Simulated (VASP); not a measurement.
**ZnS: single point with PBE**

ZnS:

```
Zn S
1.0
     3.80545    0.00000    0.00000
    -1.90273    3.29562    0.00000
     0.00000    0.00000    6.24399
Zn S
2 2
Direct
  0.33333 0.66667 0.00034
  0.66667 0.33333 0.50034
  0.33333 0.66667 0.37466
  0.66667 0.33333 0.87466
```

- Program: VASP 6.6.1
- Task: single point
- Functional: PBE
- Potentials or basis: VASP PAW PBE potentials, release 64 (Zn, S)
- Cutoff: 520 eV
- k mesh: 12 × 12 × 4
- Occupations: fermi-dirac, width 0.02 eV
- Spin: no spin polarisation

| Item | Value |
| --- | --- |
| Pressure | 2.4 GPa |
| Largest force | 0.004 eV/Å |
| Band gap on the k mesh | 2.22 eV, direct |

Forces on the atoms (eV/Å):
```
Zn   0.000  0.000  0.004
Zn   0.000  0.000  0.004
S    0.000  0.000 -0.004
S    0.000  0.000 -0.004
```

Levels at points of the mesh, in eV from the valence-band top:
```tsv
k point	band 16	band 17	band 18	band 19	band 20	band 21
(0.00, 0.00, 0.00)	-0.08	0.00	0.00	2.22	3.11	6.31
(0.50, 0.00, 0.00)	-2.25	-1.70	-0.89	3.66	4.26	5.11
(0.00, 0.00, 0.50)	-0.47	-0.47	-0.47	3.57	3.57	6.77
(0.50, 0.00, 0.50)	-1.64	-1.62	-1.62	3.55	3.55	5.22
```

Run time: 42 s on 1 thread of Intel(R) Xeon(R) 6975P-C (Granite Rapids) (shared host), peak memory 0.24 GiB.

A k mesh can miss the band edges. PBE gaps usually lie below the measured ones, often by a third to a half.
